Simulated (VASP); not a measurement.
# C (P6_3/mmc) in VASP: notebook

Runs on C. Level: PBE. Tasks: electric field gradients.

Program: VASP 6.6.1. These are calculated values, not measurements. Logs are shortened: lines on timing, memory, paths and dates and some standing lists are left out, and cuts for length are marked.

## (1) The cell of the first run

It takes space group P6_3/mmc (No. 194, hexagonal). Conventional cell: a = 2.172 Å, b = 2.172 Å, c = 3.611 Å, α = 90.00°, β = 90.00°, γ = 120.00°. C (site symmetry -6m2) has 12 C at 2.17 to 2.20 Å within 2.9 Å.

## (2) Electric field gradients, PBE (volume scaled by 1.06)

INCAR reads:

```
SYSTEM = C
PREC = Accurate
ENCUT = 520
EDIFF = 1E-8
ISMEAR = -1
SIGMA = 0.03
LREAL = .False.
LASPH = .True.
NELM = 120
ALGO = Normal
ISIF = 2
LWAVE = .False.
LCHARG = .False.
GGA = PE
LEFG = .True.
NBANDS = 11
GGA_COMPAT = .False.
```

KPOINTS reads:

```
Automatic mesh
0
Gamma
  17 17 9
  0 0 0
```

POSCAR reads:

```
C
1.0
    2.1719796404      0.0000000000      0.0000000000
   -1.0859898202      1.8809895451      0.0000000000
    0.0000000000      0.0000000000      3.6109407222
C
2
Direct
    0.3333333333      0.6666666667      0.2500000000
    0.6666666667      0.3333333333      0.7500000000
```

Potentials or basis: VASP PAW PBE potentials, release 64 (C).

The run is started by

```
$ cat potpaw_PBE.64/C/POTCAR > POTCAR
$ mpirun -np 1 vasp_std > vasp.out
```

OUTCAR:

```text
SYSTEM = C
   PREC = Accurate
   ENCUT = 520
   EDIFF = 1E-8
   ISMEAR = -1
   LREAL = .False.
   LASPH = .True.
   NELM = 120
   ISIF = 2
   GGA = PE

 ion  position               nearest neighbor table
   1  0.333  0.667  0.250-
   2  0.667  0.333  0.750-

  LATTYP: Found a hexagonal cell.
 ALAT       =     2.1719796404
 C/A-ratio  =     1.6625113123

  Lattice vectors:

 A1 = (   2.1719796404,   0.0000000000,   0.0000000000)
 A2 = (  -1.0859898202,   1.8809895451,   0.0000000000)
 A3 = (   0.0000000000,   0.0000000000,   3.6109407222)

Analysis of symmetry for initial positions (statically):
=====================================================================
 Subroutine PRICEL returns:
 Original cell was already a primitive cell.

 Routine SETGRP: Setting up the symmetry group for a
 hexagonal supercell.

 Subroutine GETGRP returns: Found 24 space group operations
 (whereof 12 operations were pure point group operations)
 out of a pool of 24 trial point group operations.

The static configuration has the point symmetry D_3d.
 The point group associated with its full space group is D_6h.

Analysis of symmetry for dynamics (positions and initial velocities):
=====================================================================
 Subroutine PRICEL returns:
 Original cell was already a primitive cell.

 Routine SETGRP: Setting up the symmetry group for a
 hexagonal supercell.

 Subroutine GETGRP returns: Found 24 space group operations
 (whereof 12 operations were pure point group operations)
 out of a pool of 24 trial point group operations.

The dynamic configuration has the point symmetry D_3d.
 The point group associated with its full space group is D_6h.

 Subroutine INISYM returns: Found 24 space group operations
 (whereof 12 operations are pure point group operations),
 and found     1 'primitive' translations

----------------------------------------------------------------------------------------

                                     Primitive cell

  volume of cell :      14.7524

  direct lattice vectors                    reciprocal lattice vectors
     2.171979640  0.000000000  0.000000000     0.460409472  0.265817533  0.000000000
    -1.085989820  1.880989545  0.000000000     0.000000000  0.531635065  0.000000000
     0.000000000  0.000000000  3.610940722     0.000000000  0.000000000  0.276936144

  length of vectors
     2.171979640  2.171979640  3.610940722     0.531635065  0.531635065  0.276936144

  position of ions in fractional coordinates (direct lattice)
     0.333333333  0.666666667  0.250000000
     0.666666667  0.333333333  0.750000000

  ion indices of the primitive-cell ions
   primitive index   ion index
                 1           1
                 2           2

----------------------------------------------------------------------------------------

 KPOINTS: Automatic mesh

Automatic generation of k-mesh.
 Grid dimensions read from file:
 generate k-points for:   17   17    9

 Generating k-lattice:

  Cartesian coordinates                     Fractional coordinates (reciprocal lattice)
     0.027082910  0.015636325  0.000000000     0.058823529  0.000000000  0.000000000
     0.000000000  0.031272651  0.000000000     0.000000000  0.058823529  0.000000000
     0.000000000  0.000000000  0.030770683     0.000000000  0.000000000  0.111111111

  Length of vectors
     0.031272651  0.031272651  0.030770683

  Shift w.r.t. Gamma in fractional coordinates (k-lattice)
     0.000000000  0.000000000  0.000000000

 Subroutine IBZKPT returns following result:
 ===========================================

 Found    165 irreducible k-points:

 Following reciprocal coordinates:
            Coordinates               Weight
  0.000000  0.000000  0.000000      1.000000
  0.058824 -0.000000  0.000000      6.000000
  0.117647 -0.000000  0.000000      6.000000
  0.176471 -0.000000  0.000000      6.000000
  0.235294 -0.000000  0.000000      6.000000
  0.294118  0.000000  0.000000      6.000000
[... 16 lines left out ...]
  0.411765  0.117647  0.000000     12.000000
  0.176471  0.176471  0.000000      6.000000
 [... further k-points ...]
   k-points           NKPTS =    165   k-points in BZ     NKDIM =    165   number of bands    NBANDS=     11
   number of dos      NEDOS =    301   number of ions     NIONS =      2
   total plane-waves  NPLWV =   7168
   dimension x,y,z NGX =    16 NGY =   16 NGZ =   28
   dimension x,y,z NGXF=    32 NGYF=   32 NGZF=   56
   ions per type =               2
   NGX,Y,Z   is equivalent  to a cutoff of  12.25, 12.25, 12.89 a.u.
   NGXF,Y,Z  is equivalent  to a cutoff of  24.49, 24.49, 25.78 a.u.
 SYSTEM =  C
   PREC   = accura    normal or accurate (medium, high low for compatibility)
   ISTART =      0    job   : 0-new  1-cont  2-samecut
   ICHARG =      2    charge: 1-file 2-atom 10-const
   ISPIN  =      1    spin polarized calculation?
   LNONCOLLINEAR =      F non collinear calculations
   LSORBIT =      F    spin-orbit coupling
   LASPH  =      T    aspherical Exc in radial PAW
   ENCUT  =  520.0 eV  38.22 Ry    6.18 a.u.   4.04  4.04  6.71*2*pi/ulx,y,z
   NELM   =    120;   NELMIN=  2; NELMDL= -5     # of ELM steps
   EDIFF  = 0.1E-07   stopping-criterion for ELM
   LREAL  =      F    real-space projection
   EDIFFG = 0.1E-06   stopping-criterion for IOM
   NSW    =      0    number of steps for IOM
   IBRION =     -1    ionic relax: 0-MD 1-quasi-New 2-CG
   NFREE  =      0    steps in history (QN), initial steepest desc. (CG)
   ISIF   =      2    stress and relaxation
   ISYM   =      2    0-nonsym 1-usesym 2-fastsym
   POTIM  = 0.5000    time-step for ionic-motion
   TEBEG  =    0.0;   TEEND  =   0.0 temperature during run
   PSTRESS=    0.0 pullay stress
   NELECT =       8.0000    total number of electrons
   NUPDOWN=      -1.0000    fix difference up-down
   EMIN   =  10.00;   EMAX   =-10.00  energy-range for DOS
   EFERMI =   0.00;   METHOD = LEGACY
   ISMEAR =    -1;   SIGMA  =   0.03  broadening in eV -4-tet -1-fermi 0-gaus
   EFERMI_NEDOS =   21; number of points for ismear=-14 and -15
   IALGO  =     38    algorithm
   IMIX   =      4    mixing-type and parameters
     AMIX     =   0.40;   BMIX     =  1.00
     AMIX_MAG =   1.60;   BMIX_MAG =  1.00
  volume/ion in A,a.u.               =       7.38        49.78
  Fermi-wavevector in a.u.,A,eV,Ry     =   1.335008  2.522800 24.248948  1.782247
  Thomas-Fermi vector in A             =   2.463746
   LORBIT       =      0    0 simple, 1 ext, 2 COOP (PROOUT), +10 PAW based schemes
   GGA     = PE    functional components
   LHFCALC =     F    Hartree Fock is set to
   AEXX    =    0.0000 exact exchange contribution
   IVDW    =     0    specifies the selected vdW correction
   LEPSILON=     F    determine dielectric tensor
   LRPA    =     F    only Hartree local field effects (RPA)
 non-spin polarized calculation
  energy-cutoff  :      520.00
  volume of cell :       14.75
 maximum number of plane-waves:       409
   NGX =  9   NGY =  9   NGZ = 13

 number of electron       8.0000000 magnetization

 Free energy of the ion-electron system (eV)
  ---------------------------------------------------
  ext. energy  EPLUGINS =         0.00000000
  ---------------------------------------------------
  free energy    TOTEN  =        -9.46082380 eV

  energy without entropy =       -9.45929819  energy(sigma->0) =       -9.46006100

 E-fermi :   7.3754     XC(G=0): -12.6466

 val. band max:        7.3705801115   @ k =   0.2941   0.0000   0.3333
 cond. band min:       7.3793073525   @ k =   0.4118   0.0000   0.0000
 fundamental gap:      0.0087272410
 Fermi energy:         7.3754248270

 k-point     1 :       0.0000    0.0000    0.0000
  band No.  band energies     occupation
      1     -11.1571      2.00000
      2      -2.2730      2.00000
      3      -1.1397      2.00000
      4      13.8547      0.00000
      5      13.8547      0.00000
      6      15.1256      0.00000
      7      15.4299      0.00000
      8      15.4299      0.00000
      9      31.8420      0.00000
     10      35.5674      0.00000
     11      36.2442      0.00000

 k-point     2 :       0.0588   -0.0000    0.0000
  band No.  band energies     occupation
      1     -11.0338      2.00000
      2      -2.1686      2.00000
      3      -1.0145      2.00000
      4      13.3555      0.00000
      5      13.6313      0.00000
      6      15.0798      0.00000
      7      15.2238      0.00000
      8      15.4164      0.00000
      9      31.8942      0.00000
     10      33.6853      0.00000
     11      36.6198      0.00000

 k-point     3 :       0.1176   -0.0000    0.0000
  band No.  band energies     occupation
      1     -10.6646      2.00000
      2      -1.8561      2.00000
      3      -0.6408      2.00000
      4      12.0047      0.00000
      5      13.0782      0.00000
      6      14.5917      0.00000
      7      14.9254      0.00000
      8      15.3130      0.00000
      9      30.9081      0.00000
     10      32.7223      0.00000
     11      35.1224      0.00000

 k-point     4 :       0.1765   -0.0000    0.0000
  band No.  band energies     occupation
      1     -10.0506      2.00000
      2      -1.3373      2.00000
      3      -0.0243      2.00000
      4      10.0755      0.00000
      5      12.3788      0.00000
      6      13.5715      0.00000
      7      14.6128      0.00000
      8      15.0734      0.00000
      9      28.8916      0.00000
     10      32.3572      0.00000
     11      33.0077      0.00000
[... 239 lines left out ...]
 k-point    22 :       0.3529    0.1176    0.0000
  band No.  band energies     occupation
      1      -4.8681      2.00000
      2       1.0489      2.00000
      3       3.0285      2.00000
      4       4.7367      2.00000
      5       7.2479      1.97186
      6       8.5493      0.00000
      7      10.7209      0.00000
      8      12.6428      0.00000
      9      24.1544      0.00000
     10      26.1651      0.00000
     11      33.8193      0.00000

 k-point    23 :       0.4118    0.1176    0.0000
  band No.  band energies     occupation
      1      -3.1597      2.00000
      2      -1.0069      2.00000
      3       4.4225      2.00000
      4       5.7996      2.00000
      5       5.9084      2.00000
      6       8.0436      0.00000
      7       9.6537      0.00000
      8      12.4940      0.00000
      9      23.6225      0.00000
     10      25.8821      0.00000
     11      34.0933      0.00000

 k-point    24 :       0.1765    0.1765    0.0000
  band No.  band energies     occupation
      1      -7.8563      2.00000
      2       0.5030      2.00000
      3       2.1189      2.00000
      4       6.6083      2.00000
      5       7.9707      0.00000
      6      12.0209      0.00000
      7      12.7271      0.00000
      8      13.1992      0.00000
      9      27.0094      0.00000
     10      29.0907      0.00000
     11      31.4655      0.00000

 [... further k-points ...]

------------------------ aborting loop because EDIFF is reached ----------------------------------------

  FORCE on cell =-STRESS in cart. coord.  units (eV):
  Direction    XX          YY          ZZ          XY          YZ          ZX
  --------------------------------------------------------------------------------------
  -------------------------------------------------------------------------------------
  Total       -0.6916378     -0.6916378     -0.7992999      0.0000000      0.0000000     -0.0000000
  in kB      -75.1150240    -75.1150240    -86.8076159      0.0000000      0.0000000     -0.0000000
  external PRESSURE =     -79.0125546 kB  Pullay stress =       0.0000000 kB

 VOLUME and BASIS-vectors are now :
 -----------------------------------------------------------------------------
  energy-cutoff  :      520.00
  volume of cell :       14.75
      direct lattice vectors                 reciprocal lattice vectors
     2.171979640  0.000000000  0.000000000     0.460409472  0.265817533  0.000000000
    -1.085989820  1.880989545  0.000000000     0.000000000  0.531635065  0.000000000
     0.000000000  0.000000000  3.610940722     0.000000000  0.000000000  0.276936144

 POSITION                                       TOTAL-FORCE (eV/Angst)
 -----------------------------------------------------------------------------------
     -0.00000      1.25399      0.90274        -0.000000      0.000000      0.000000
      1.08599      0.62700      2.70821         0.000000      0.000000      0.000000
 -----------------------------------------------------------------------------------
    total drift:                                0.000000     -0.000000      0.000000

  FREE ENERGIE OF THE ION-ELECTRON SYSTEM (eV)
  ---------------------------------------------------
  free  energy   TOTEN  =        -9.4608238044 eV

  energy  without entropy=       -9.4592981937  energy(sigma->0) =       -9.46006100

 Electric field gradients (V/A^2)
---------------------------------------------------------------------
 ion       V_xx      V_yy      V_zz      V_xy      V_xz      V_yz
---------------------------------------------------------------------
   1       0.523     0.523    -1.046    -0.000     0.000    -0.000
   2       0.523     0.523    -1.046    -0.000    -0.000     0.000
---------------------------------------------------------------------

 Electric field gradients after diagonalization (V/A^2)
 (convention: |V_zz| > |V_xx| > |V_yy|)
----------------------------------------------------------------------
 ion       V_xx      V_yy      V_zz     asymmetry (V_yy - V_xx)/ V_zz
----------------------------------------------------------------------
   1       0.523     0.523    -1.046       0.000
   2       0.523     0.523    -1.046       0.000
----------------------------------------------------------------------

           NMR quadrupolar parameters

 Cq : quadrupolar parameter    Cq=e*Q*V_zz/h
 eta: asymmetry parameters     (V_yy - V_xx)/ V_zz
 Q  : nuclear electric quadrupole moment in mb (millibarn)
----------------------------------------------------------------------
 ion       Cq(MHz)       eta       Q (mb)
----------------------------------------------------------------------
   1      -0.003       0.000       1.000
   2      -0.003       0.000       1.000
----------------------------------------------------------------------
```

Wall time 5.8 s (1 thread of Intel Xeon 6975P-C (Granite Rapids), shared host); peak memory 0.13 GiB.

What came out:

```yaml
Free_energy: -9.4608 eV
Pressure: -7.9 GPa
Band_gap_on_the_k_mesh: zero (band 4 reaches 13.90 eV, above the bottom of band 5 at 3.64 eV)
```

Levels at points of the mesh, in eV from the Fermi level:
```csv
k point,band 1,band 2,band 3,band 4,band 5,band 6,band 7,band 8
"(0.00, 0.00, 0.00)",-18.53,-9.65,-8.52,6.48,6.48,7.75,8.05,8.05
```

Electric field gradients, principal values (V/Å²):
| atom | least | middle | greatest (by size) |
| --- | --- | --- | --- |
| 1 C | 0.523 | 0.523 | -1.046 |
| 2 C | 0.523 | 0.523 | -1.046 |

Caveat: without QUAD_EFG the Cq values of the log hold for a quadrupole moment of 1 mb, not for the nuclei.

[end of part 1 of 2]
